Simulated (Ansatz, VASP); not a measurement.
**Mo: VASP beside Ansatz**

Contents of INCAR:

```
ALGO = Normal ; EDIFF = 1E-8
ENCUT = 520 ; GGA = PS
ISIF = 2 ; ISMEAR = -1
IVDW = 12 ; LASPH = True
LCHARG = False ; LDAU = True
LDAUJ = 0 ; LDAUL = 2
LDAUPRINT = 1 ; LDAUTYPE = 2
LDAUU = 1 ; LEFG = True
LMAXMIX = 4 ; LREAL = False
LWAVE = False ; NBANDS = 13
NELM = 150 ; PREC = Accurate
SIGMA = 0.01
```

Contents of KPOINTS:

```
k-points
0
Gamma
  12 12 12
```

The input POSCAR:

```
Mo
1.0
   -1.5838089719      1.5838089719      1.5838089719
    1.5838089719     -1.5838089719      1.5838089719
    1.5838089719      1.5838089719     -1.5838089719
Mo
1
Direct
    0.0000000000      0.0000000000      0.0000000000
```

input.yaml

```yaml
crystal:
  lattice:
    - [-1.5838089719, 1.5838089719, 1.5838089719]
    - [1.5838089719, -1.5838089719, 1.5838089719]
    - [1.5838089719, 1.5838089719, -1.5838089719]
  atoms:
    - { symbol: Mo, position: [0.0, 0.0, 0.0] }
hamiltonian:
  xc: pbesol
  pseudopotentials: { kind: paw }
  dispersion: d3bj
  hubbard:
    sites: [{ species: Mo, l: d, u_eff: 1.0 }]
    projectors: all-electron-ortho-atomic
    double_counting: fll
kpoints:
  mp_grid: { grid: [12, 12, 12] }
scf:
  occupations: { method: fermi_dirac, width: 0.01 }
  lower_state_search: full
output:
  forces: true
  stress: true
  eigenvalues: true
  efg: {}
  write_density: true
  write_potential: true
  elf: true
  volumetric_format: npy
```

Alike in both runs: task electric field gradients; functional PBEsol; dispersion D3(BJ); k mesh 12 × 12 × 12; occupations fermi-dirac, width 0.01 eV; no spin polarisation; Hubbard terms Mo d U = 1.0 eV.

|  | VASP | Ansatz |
| --- | --- | --- |
| version | VASP 6.6.1 | Ansatz 0.2.0 |
| potentials or method | VASP PAW PBE potentials, release 64 (Mo_sv) | Ansatz PAW |
| plane-wave cutoff (eV) | 520 | 420 |
| valence electrons in the cell | 14 | 14 |

```csv
,VASP,Ansatz,Ansatz less VASP
gap on the k mesh at the Fermi level (eV),none,none,-
pressure (GPa),-14.3,-16.4,-2.15
```

VASP's potentials were made for PBE, not for PBEsol. The programs project onto different local orbitals, so the same U acts differently, and such runs can settle in different states. A gap of «none» marks a metal or a gap that the smearing closes.
